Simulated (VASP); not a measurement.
A run of VASP 6.6.1 is set up as follows.

File INCAR:

```
  PREC = Accurate
  ENCUT = 500
  EDIFF = 1E-6
  ISMEAR = -1
  SIGMA = 0.05
  LREAL = F
  LASPH = T
  NELM = 120
  ALGO = Normal
  ISIF = 2
  LWAVE = F
  LCHARG = F
  GGA = CA
  NBANDS = 13
  GGA_COMPAT = F
```

KPOINTS

```
regular mesh
0
Gamma
  15 15 15
```

The input POSCAR:

```
Pb
1.0
    0.0000000000      2.4397854149      2.4397854149
    2.4397854149      0.0000000000      2.4397854149
    2.4397854149      2.4397854149      0.0000000000
Pb
1
Direct
    0.0000000000      0.0000000000      0.0000000000
```

Potentials or basis: VASP PAW LDA potentials, release 64 (Pb_d).

Launch:

```bash
$ cat potpaw_LDA.64/Pb_d/POTCAR > POTCAR
$ mpirun -np 1 vasp_std > vasp.out
```

Q: Predict the pressure.

A: 0.0 GPa.

Q: What does it give for the band gap on the k mesh?

A: Zero (bands 7 and 8 overlap by 9.33 eV).

Caveat: spin-orbit coupling is left out, which moves the levels of the heavy elements.
